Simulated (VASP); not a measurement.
A run of VASP 6.6.1:

Contents of INCAR:

```
PREC = Accurate
ENCUT = 520
EDIFF = 1E-6
ISMEAR = -1
SIGMA = 0.08
LREAL = F
LASPH = T
NELM = 150
ALGO = Normal
ISIF = 2
LWAVE = F
LCHARG = F
ISPIN = 2
MAGMOM = 2 2
LORBIT = 11
LMAXMIX = 4
GGA = PS
NBANDS = 23
```

The input KPOINTS:

```
regular mesh
0
Gamma
  14 14 14
```

File POSCAR:

```
Cr
1.0
    0.0000000000      2.5051559131      2.5051559131
    2.5051559131      0.0000000000      2.5051559131
    2.5051559131      2.5051559131      0.0000000000
Cr
2
Direct
   -0.1250000000     -0.1250000000     -0.1250000000
    0.1250000000      0.1250000000      0.1250000000
```

Potentials or basis: VASP PAW PBE potentials, release 64 (Cr_pv).

Run with:

```sh
$ cat potpaw_PBE.64/Cr_pv/POTCAR > POTCAR
$ mpirun -np 1 vasp_std > vasp.out
```

Hardware: 1 thread of Intel(R) Xeon(R) Platinum 8259CL CPU @ 2.50GHz (Skylake/Cascade Lake), on a shared host.

Q: Estimate the wall time of this run.

A: It took 2.8 min on 1 thread of Intel(R) Xeon(R) Platinum 8259CL CPU @ 2.50GHz (Skylake/Cascade Lake) (shared host), peak memory 0.24 GiB. Counts: scf iterations 14, k points 104.
